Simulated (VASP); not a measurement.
Crystal: Se.

```xyz
2
Lattice="3.1360 0.0000 0.0000 -1.5680 2.7159 0.0000 0.0000 0.0000 5.1211" Properties=species:S:1:pos:R:3 pbc="T T T"
Se    0.0000    1.8106    1.2803
Se    1.5680    0.9053    3.8409
```

This isn't the form of Se at room conditions, which is trigonal, of chains.

| Item | Value |
| --- | --- |
| Program | VASP 6.6.1 |
| Task | relaxation of cell and atoms |
| Functional | BLYP |
| Potentials or basis | VASP PAW PBE potentials, release 64 (Se) |
| Cutoff | 600 eV |
| k mesh | 12 × 12 × 6 |
| Occupations | fermi-dirac, width 0.1 eV |
| Spin | no spin polarisation |

At the start: pressure 3.0 GPa; volume 21.81 Å³/atom.

Q: Where does the relaxation end?

A: Over 17 steps the energy falls by 430.8 meV/atom and the volume is 24.84 Å³/atom (+13.9 %); space group P6_3/mmc (No. 194, to 0.1 Å) before and after.

The path:
```tsv
step	energy change (eV)	largest force (eV/Å)	pressure (GPa)	volume (Å³)
1	0.0000	0.0000	2.99	43.62
2	-0.0404	0.0000	-0.33	46.23
3	-0.0445	0.0000	-1.95	47.91
4	-0.0866	0.0000	-2.45	48.53
5	-0.2997	0.0000	-3.61	50.19
6	-0.7612	0.0000	-3.57	52.49
7	-0.2094	0.0000	2.85	51.97
8	-0.7180	0.0000	-1.14	53.15
9	-0.8314	0.0000	-2.78	52.99
10	-0.8287	0.0000	-2.92	52.94
11	-0.8324	0.0000	2.63	47.98
12	-0.8588	0.0000	-0.37	50.30
13	-0.8588	0.0000	-0.31	50.25
14	-0.8612	0.0000	-0.09	49.83
15	-0.8616	0.0000	0.05	49.59
16	-0.8616	0.0000	0.05	49.60
17	-0.8616	0.0000	-0.04	49.68
```

Final structure:
```yaml
crystal:
  lattice:
    - [3.83525, 0.00000, 0.00000]
    - [-1.91762, 3.32142, 0.00000]
    - [0.00000, 0.00000, 3.89970]
  atoms:
    - { symbol: Se, position: [0.33333, 0.66667, 0.25000] }
    - { symbol: Se, position: [0.66667, 0.33333, 0.75000] }
```

Caveat: a cell axis changed by over 15 % at a fixed basis, so the end point is rough; the PAW data sets were made with another functional, which shifts forces and pressure a little.
